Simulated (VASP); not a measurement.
# BaTe (Fm-3m) in VASP: a series of runs

Runs on BaTe. Level: PBEsol. Tasks: single point, relaxation of cell and atoms.

Everything below comes from runs of VASP 6.6.1. Logs are shortened: lines on timing, memory, paths and dates and some standing lists are left out, and cuts for length are marked.

## (1) The cell of the first run

It takes space group Fm-3m (No. 225, cubic). The conventional cell has a = 6.943 Å, b = 6.943 Å, c = 6.943 Å, α = 90.00°, β = 90.00°, γ = 90.00°. Within 4.6 Å of Ba (site symmetry m-3m) lie 6 Te at 3.47 Å. Within 4.6 Å of Te (site symmetry m-3m) lie 6 Ba at 3.47 Å.

## (2) Single point, PBEsol

The input, INCAR:

```
SYSTEM = BaTe
PREC = Accurate
ENCUT = 520
EDIFF = 1E-6
ISMEAR = -1
SIGMA = 0.1
LREAL = .FALSE.
LASPH = .TRUE.
NELM = 60
ALGO = Normal
ISIF = 2
LWAVE = .FALSE.
LCHARG = .FALSE.
GGA = PS
NBANDS = 15
```

The input, KPOINTS:

```
Automatic mesh
0
G
  12 12 12
  0 0 0
```

The input, POSCAR:

```
BaTe
1.0
    0.0000000000      3.4713686740      3.4713686740
    3.4713686740      0.0000000000      3.4713686740
    3.4713686740      3.4713686740      0.0000000000
Ba Te
1 1
Direct
    0.0000000000      0.0000000000      0.0000000000
    0.5000000000      0.5000000000      0.5000000000
```

Potentials or basis: VASP PAW PBE potentials, release 64 (Ba_sv, Te).

Command:

```
> cat potpaw_PBE.64/Ba_sv/POTCAR potpaw_PBE.64/Te/POTCAR > POTCAR
> mpirun -np 1 vasp_std > vasp.out
```

OUTCAR:

```text
SYSTEM = BaTe
   PREC = Accurate
   ENCUT = 520
   EDIFF = 1E-6
   ISMEAR = -1
   LREAL = .FALSE.
   LASPH = .TRUE.
   NELM = 60
   ISIF = 2
   GGA = PS

 ion  position               nearest neighbor table
   1  0.000  0.000  0.000-   2 3.47   2 3.47   2 3.47   2 3.47   2 3.47   2 3.47
   2  0.500  0.500  0.500-   1 3.47   1 3.47   1 3.47   1 3.47   1 3.47   1 3.47

  LATTYP: Found a face centered cubic cell.
 ALAT       =     6.9427373480

  Lattice vectors:

 A1 = (   0.0000000000,   3.4713686740,   3.4713686740)
 A2 = (   3.4713686740,   0.0000000000,   3.4713686740)
 A3 = (   3.4713686740,   3.4713686740,   0.0000000000)

Analysis of symmetry for initial positions (statically):
=====================================================================
 Subroutine PRICEL returns:
 Original cell was already a primitive cell.

 Routine SETGRP: Setting up the symmetry group for a
 face centered cubic supercell.

 Subroutine GETGRP returns: Found 48 space group operations
 (whereof 48 operations were pure point group operations)
 out of a pool of 48 trial point group operations.

The static configuration has the point symmetry O_h .

Analysis of symmetry for dynamics (positions and initial velocities):
=====================================================================
 Subroutine PRICEL returns:
 Original cell was already a primitive cell.

 Routine SETGRP: Setting up the symmetry group for a
 face centered cubic supercell.

 Subroutine GETGRP returns: Found 48 space group operations
 (whereof 48 operations were pure point group operations)
 out of a pool of 48 trial point group operations.

The dynamic configuration has the point symmetry O_h .

 Subroutine INISYM returns: Found 48 space group operations
 (whereof 48 operations are pure point group operations),
 and found     1 'primitive' translations

----------------------------------------------------------------------------------------

                                     Primitive cell

  volume of cell :      83.6628

  direct lattice vectors                    reciprocal lattice vectors
     0.000000000  3.471368674  3.471368674    -0.144035407  0.144035407  0.144035407
     3.471368674  0.000000000  3.471368674     0.144035407 -0.144035407  0.144035407
     3.471368674  3.471368674  0.000000000     0.144035407  0.144035407 -0.144035407

  length of vectors
[... 91 lines left out ...]
   TEBEG  =    0.0;   TEEND  =   0.0 temperature during run
   PSTRESS=    0.0 pullay stress
   NELECT =      16.0000    total number of electrons
   NUPDOWN=      -1.0000    fix difference up-down
   EMIN   =  10.00;   EMAX   =-10.00  energy-range for DOS
   EFERMI =   0.00;   METHOD = LEGACY
   ISMEAR =    -1;   SIGMA  =   0.10  broadening in eV -4-tet -1-fermi 0-gaus
   EFERMI_NEDOS =   21; number of points for ismear=-14 and -15
   IALGO  =     38    algorithm
   IMIX   =      4    mixing-type and parameters
     AMIX     =   0.40;   BMIX     =  1.00
     AMIX_MAG =   1.60;   BMIX_MAG =  1.00
  volume/ion in A,a.u.               =      41.83       282.29
  Fermi-wavevector in a.u.,A,eV,Ry     =   0.943201  1.782391 12.104116  0.889627
  Thomas-Fermi vector in A             =   2.070885
   LORBIT       =      0    0 simple, 1 ext, 2 COOP (PROOUT), +10 PAW based schemes
   GGA     = PS    functional components
   LHFCALC =     F    Hartree Fock is set to
   AEXX    =    0.0000 exact exchange contribution
   IVDW    =     0    specifies the selected vdW correction
   LEPSILON=     F    determine dielectric tensor
   LRPA    =     F    only Hartree local field effects (RPA)
 non-spin polarized calculation
  energy-cutoff  :      520.00
  volume of cell :       83.66
 maximum number of plane-waves:      2285
 NGX is ok and might be reduce to    40
   NGX = 19   NGY = 19   NGZ = 19

 number of electron      16.0000000 magnetization

 Free energy of the ion-electron system (eV)
  ---------------------------------------------------
  ext. energy  EPLUGINS =         0.00000000
  ---------------------------------------------------
  free energy    TOTEN  =        -9.19097991 eV

  energy without entropy =       -9.19093399  energy(sigma->0) =       -9.19095695

 E-fermi :   3.0398     XC(G=0):  -8.5099

 val. band max:        2.3104876150   @ k =   0.0000   0.0000   0.0000
 cond. band min:       3.6844109461   @ k =   0.5000   0.5000   0.0000
 fundamental gap:      1.3739233311
 Fermi energy:         3.0398329110

 k-point     1 :       0.0000    0.0000    0.0000
  band No.  band energies     occupation
      1     -24.6080      2.00000
      2      -9.7527      2.00000
      3      -9.7527      2.00000
      4      -9.7527      2.00000
      5      -7.3250      2.00000
      6       2.3105      1.99864
      7       2.3105      1.99864
      8       2.3105      1.99864
      9       5.1586      0.00000
     10       5.1586      0.00000
     11       5.1586      0.00000
     12       5.1598      0.00000
     13       5.8307      0.00000
     14       5.8307      0.00000
[... 401 lines left out ...]
      2     -10.1742      2.00000
      3      -9.8227      2.00000
      4      -9.7770      2.00000
      5      -6.6176      2.00000
      6       0.2252      2.00000
      7       1.1853      2.00000
      8       1.2150      2.00000
      9       6.0974      0.00000
     10       6.6127      0.00000
     11       7.0249      0.00000
     12       7.8397      0.00000
     13       8.5879      0.00000
     14       9.3137      0.00000
     15      10.2115      0.00000

 [... further k-points ...]

------------------------ aborting loop because EDIFF is reached ----------------------------------------

  FORCE on cell =-STRESS in cart. coord.  units (eV):
  Direction    XX          YY          ZZ          XY          YZ          ZX
  --------------------------------------------------------------------------------------
  -------------------------------------------------------------------------------------
  Total        0.1906534      0.1906534      0.1906534      0.0000000      0.0000000      0.0000000
  in kB        3.6510930      3.6510930      3.6510930      0.0000000      0.0000000      0.0000000
  external PRESSURE =       3.6510930 kB  Pullay stress =       0.0000000 kB

 VOLUME and BASIS-vectors are now :
 -----------------------------------------------------------------------------
  energy-cutoff  :      520.00
  volume of cell :       83.66
      direct lattice vectors                 reciprocal lattice vectors
     0.000000000  3.471368674  3.471368674    -0.144035407  0.144035407  0.144035407
     3.471368674  0.000000000  3.471368674     0.144035407 -0.144035407  0.144035407
     3.471368674  3.471368674  0.000000000     0.144035407  0.144035407 -0.144035407

 POSITION                                       TOTAL-FORCE (eV/Angst)
 -----------------------------------------------------------------------------------
      0.00000      0.00000      0.00000         0.000000     -0.000000      0.000000
      3.47137      3.47137      3.47137        -0.000000      0.000000      0.000000
 -----------------------------------------------------------------------------------
    total drift:                                0.000000     -0.000000     -0.000000

  FREE ENERGIE OF THE ION-ELECTRON SYSTEM (eV)
  ---------------------------------------------------
  free  energy   TOTEN  =        -9.1909799111 eV

  energy  without entropy=       -9.1909339871  energy(sigma->0) =       -9.19095695
```

OSZICAR:

```text
N       E                     dE             d eps       ncg     rms          rms(c)
DAV:   1     0.837989956668E+02    0.83799E+02   -0.62691E+03  2160   0.891E+02
DAV:   2    -0.384414194680E+01   -0.87643E+02   -0.79921E+02  2944   0.155E+02
DAV:   3    -0.916802573507E+01   -0.53239E+01   -0.52767E+01  2893   0.410E+01
DAV:   4    -0.930414964454E+01   -0.13612E+00   -0.13609E+00  2859   0.670E+00
DAV:   5    -0.930736147270E+01   -0.32118E-02   -0.32118E-02  3055   0.853E-01    0.375E+00
DAV:   6    -0.919737426095E+01    0.10999E+00   -0.11110E-01  2608   0.170E+00    0.244E+00
DAV:   7    -0.918867960128E+01    0.86947E-02   -0.84807E-02  2685   0.156E+00    0.756E-01
DAV:   8    -0.919072555971E+01   -0.20460E-02   -0.10598E-02  2363   0.598E-01    0.184E-01
DAV:   9    -0.919093742508E+01   -0.21187E-03   -0.63374E-04  2853   0.160E-01    0.517E-02
DAV:  10    -0.919097312605E+01   -0.35701E-04   -0.14620E-04  2657   0.772E-02    0.173E-02
DAV:  11    -0.919098261659E+01   -0.94905E-05   -0.29734E-05  2770   0.297E-02    0.170E-02
DAV:  12    -0.919097955978E+01    0.30568E-05   -0.99687E-06  2650   0.158E-02    0.966E-03
DAV:  13    -0.919097991111E+01   -0.35133E-06   -0.55574E-07  1619   0.481E-03
   1 F= -.91909799E+01 E0= -.91909569E+01  d E =-.459240E-04
```

stdout:

```text
POSCAR found type information on POSCAR BaTe
 POSCAR found :  2 types and       2 ions
 scaLAPACK will be used
 -----------------------------------------------------------------------------
|                                                                             |
|                                                                             |
|     You enforced a specific xc type in the INCAR file but a different       |
|     I HOPE YOU KNOW WHAT YOU ARE DOING!                                     |
|                                                                             |
 -----------------------------------------------------------------------------

 LDA part: xc-table for (Slater+PW92), standard interpolation
 POSCAR, INCAR and KPOINTS ok, starting setup
 FFT: planning ... GRIDC
 FFT: planning ... GRID_SOFT
 FFT: planning ... GRID
 WAVECAR not read
 entering main loop
```

Run time: 35 s. Hardware: 1 thread of Intel Xeon 6975P-C (Granite Rapids), shared host; peak memory 0.29 GiB.

What came out:

| Property | Result |
| --- | --- |
| Free energy | -9.1910 eV |
| Pressure | 0.4 GPa |
| Band gap on the k mesh | 1.37 eV (least direct gap 1.76 eV) |

Levels at points of the mesh, in eV from the valence-band top:
```csv
k point,band 4,band 5,band 6,band 7,band 8,band 9,band 10,band 11,band 12,band 13
"(0.00, 0.00, 0.00)",-12.06,-9.64,0.00,0.00,0.00,2.85,2.85,2.85,2.85,3.52
"(0.50, 0.00, 0.00)",-12.08,-8.81,-2.35,-1.20,-1.20,4.11,4.76,4.90,4.90,6.95
"(0.50, 0.50, 0.00)",-12.16,-9.42,-1.16,-0.39,-0.39,1.37,4.45,4.64,5.68,5.80
```

Caveat: the PAW data sets were made with another functional, which shifts forces and pressure a little; spin-orbit coupling is left out, which moves the levels of the heavy elements. A k mesh can miss the band edges.

## (3) Relaxation of cell and atoms, PBEsol

This run uses another cell than the first one, of 39.65 Å³/atom.

The input, INCAR:

```
ALGO = Normal
EDIFF = 1E-6
EDIFFG = -0.002
ENCUT = 600
GGA = PS
IBRION = 2
ISIF = 3
ISMEAR = -1
LASPH = T
LCHARG = F
LREAL = F
LWAVE = F
NELM = 80
NSW = 100
PREC = Accurate
SIGMA = 0.1
```

The input, KPOINTS:

```
k-points
0
Gamma
  12 12 12
```

The input, POSCAR:

```
BaTe
1.0
    0.0000000000      3.4100000000      3.4100000000
    3.4100000000      0.0000000000      3.4100000000
    3.4100000000      3.4100000000      0.0000000000
Ba Te
1 1
Direct
    0.0000000000      0.0000000000      0.0000000000
    0.5000000000      0.5000000000      0.5000000000
```

Potentials or basis: VASP PAW PBE potentials, release 64 (Ba_sv, Te).

Command:

```
> cat potpaw_PBE.64/Ba_sv/POTCAR potpaw_PBE.64/Te/POTCAR > POTCAR
> mpirun -np 1 vasp_std > vasp.out
```

Run time: 2 min. Hardware: 1 thread of Intel Xeon 6975P-C (Granite Rapids), shared host; peak memory 0.31 GiB.

It converged, with:

```
Free energy                           : -9.1919 eV
Relaxed volume                        : 42.31 Å³/atom
Relaxed cell                          : a = 4.928 Å, b = 4.928 Å, c = 4.928 Å, α = 60.00°, β = 60.00°, γ = 60.00°
Space group after relaxing (to 0.1 Å) : Fm-3m (No. 225)
Energy gained by relaxing             : 18.5 meV/atom
Ionic steps                           : 10
Pressure after relaxing               : 0.0 GPa
Band gap on the k mesh                : 1.40 eV (least direct gap 1.79 eV)
```

The path:
| step | energy change (eV) | largest force (eV/Å) | pressure (GPa) | volume (Å³) |
| --- | --- | --- | --- | --- |
| 1 | 0.0000 | 0.0000 | 2.37 | 79.30 |
| 2 | -0.0339 | 0.0000 | -0.58 | 86.23 |
| 3 | -0.0369 | 0.0000 | 0.01 | 84.58 |
| 4 | -0.0369 | 0.0000 | -0.02 | 84.69 |
| 5 | -0.0369 | 0.0000 | -0.01 | 84.62 |
| 6 | -0.0369 | 0.0000 | 0.01 | 84.56 |
| 7 | -0.0369 | 0.0000 | 0.01 | 84.59 |
| 8 | -0.0369 | 0.0000 | 0.02 | 84.60 |
| 9 | -0.0369 | 0.0000 | 0.02 | 84.61 |
| 10 | -0.0369 | 0.0000 | 0.00 | 84.61 |

Final structure:
```cif
data_structure
_symmetry_space_group_name_H-M 'P 1'
_symmetry_Int_Tables_number 1
_cell_length_a 4.9278
_cell_length_b 4.9278
_cell_length_c 4.9278
_cell_angle_alpha 60.000
_cell_angle_beta 60.000
_cell_angle_gamma 60.000
_cell_volume 84.61
loop_
_atom_site_label
_atom_site_type_symbol
_atom_site_fract_x
_atom_site_fract_y
_atom_site_fract_z
_atom_site_occupancy
Ba1 Ba 0.00000 0.00000 0.00000 1
Te1 Te 0.50000 0.50000 0.50000 1
```

Levels at points of the mesh, in eV from the valence-band top:
```
           k point  band 4  band 5  band 6  band 7  band 8  band 9  band 10  band 11  band 12
(0.00, 0.00, 0.00)  -12.09   -9.61    0.00    0.00    0.00    2.80     2.86     2.86     2.86
(0.50, 0.00, 0.00)  -12.10   -8.82   -2.32   -1.17   -1.17    4.09     4.73     4.88     4.88
(0.50, 0.50, 0.00)  -12.18   -9.40   -1.16   -0.39   -0.39    1.40     4.44     4.59     5.62
```

Caveat: the PAW data sets were made with another functional, which shifts forces and pressure a little; spin-orbit coupling is left out, which moves the levels of the heavy elements. Zero-point motion and thermal expansion aren't in these numbers.
